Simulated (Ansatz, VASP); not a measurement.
ZnO in VASP and in Ansatz

```
Zn O
1.0
     2.64617    0.00000    0.00000
     0.00000    2.64617    0.00000
     0.00000    0.00000    2.64617
Zn O
1 1
Direct
  0.00000 0.00000 0.00000
  0.50000 0.50000 0.50000
```

Alike in both runs: task single point; functional PBE-based screened hybrid; k mesh 4 × 4 × 4; occupations fermi-dirac, width 0.02 eV; no spin polarisation.

|  | VASP | Ansatz |
| --- | --- | --- |
| version | VASP 6.6.1 | Ansatz 0.2.0 |
| potentials or method | VASP PAW PBE potentials, release 64 (Zn, O) | plane waves |
| plane-wave cutoff (eV) | 520 | 420 |
| valence electrons in the cell | 18 | 18 |

VASP gave:

- pressure (GPa): 4.7

Task: Estimate Ansatz's values.

Result: Pressure (GPa): 3.3.

VASP's potentials were made for PBE, not for PBE-based screened hybrid. Ansatz's warnings: stress exchange threshold loose, stress scf threshold loose.

The k mesh is coarse, so the values compare programs but aren't converged.
